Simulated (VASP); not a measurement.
Wanted: the native input for a VASP 6.6.1 run.

| Item | Value |
| --- | --- |
| Task | density of states |
| Functional | PBE |
| Potentials or basis | VASP PAW PBE potentials, release 64 (Bi_d, N) |
| Cutoff | 520 eV |
| k mesh | 8 × 8 × 6 |
| Occupations | gaussian, width 0.05 eV |
| Spin | no spin polarisation |
| Dipole correction | no |
| k mesh for the DOS | 12 × 12 × 9 |
| Occupations for the DOS | tetrahedron |
| Further INCAR settings | ALGO = Normal; EDIFF = 1e-06; NBANDS = 28 |

Crystal: BiN.

```
Bi N
1.0
     4.05231    0.00000    0.00000
     0.00000    4.05231    0.00000
     0.00000    0.00000    5.31189
Bi N
2 2
Direct
  0.50000 0.00000 0.20865
  0.00000 0.50000 0.79135
  0.00000 0.00000 0.00000
  0.50000 0.50000 0.00000
```

The input as run:

POSCAR

```
BiN
1.0
    4.0523051354      0.0000000000      0.0000000000
    0.0000000000      4.0523051354      0.0000000000
    0.0000000000      0.0000000000      5.3118893794
Bi N
2 2
Direct
    0.5000000000      0.0000000000      0.2086526736
    0.0000000000      0.5000000000      0.7913473264
    0.0000000000      0.0000000000      0.0000000000
    0.5000000000      0.5000000000      0.0000000000
```

INCAR.step1

```
PREC = Accurate
ENCUT = 520
EDIFF = 1E-6
ISMEAR = 0
SIGMA = 0.05
LREAL = F
LASPH = T
NELM = 60
ALGO = Normal
ISIF = 2
LWAVE = F
LCHARG = T
GGA = PE
NBANDS = 28
```

KPOINTS.step1

```
Automatic mesh
0
Gamma
  8 8 6
```

INCAR.step2

```
PREC = Accurate
ENCUT = 520
EDIFF = 1E-6
ISMEAR = -5
SIGMA = 0.05
LREAL = F
LASPH = T
NELM = 60
ALGO = Normal
ISIF = 2
LWAVE = F
LCHARG = F
GGA = PE
LORBIT = 11
NBANDS = 28
NEDOS = 2001
ICHARG = 11
```

KPOINTS.step2

```
Automatic mesh
0
Gamma
  12 12 9
```

Potentials or basis: VASP PAW PBE potentials, release 64 (Bi_d, N).

Launch:

```sh
$ cat potpaw_PBE.64/Bi_d/POTCAR potpaw_PBE.64/N/POTCAR > POTCAR
$ cp INCAR.step1 INCAR
$ cp KPOINTS.step1 KPOINTS
$ mpirun -np 1 vasp_std > vasp.out
$ cp INCAR.step2 INCAR
$ cp KPOINTS.step2 KPOINTS
$ mpirun -np 1 vasp_std > vasp.out
```

Results of the run:

```
Valence electrons inside the program's atomic spheres : Bi 12.71; N 3.63
```

Caveat: spin-orbit coupling is left out, which moves the levels of the heavy elements.

Wall time 5.7 min on 1 thread of Oxide Virtual Turin-like Processor, on a shared host, peak memory 0.35 GiB.
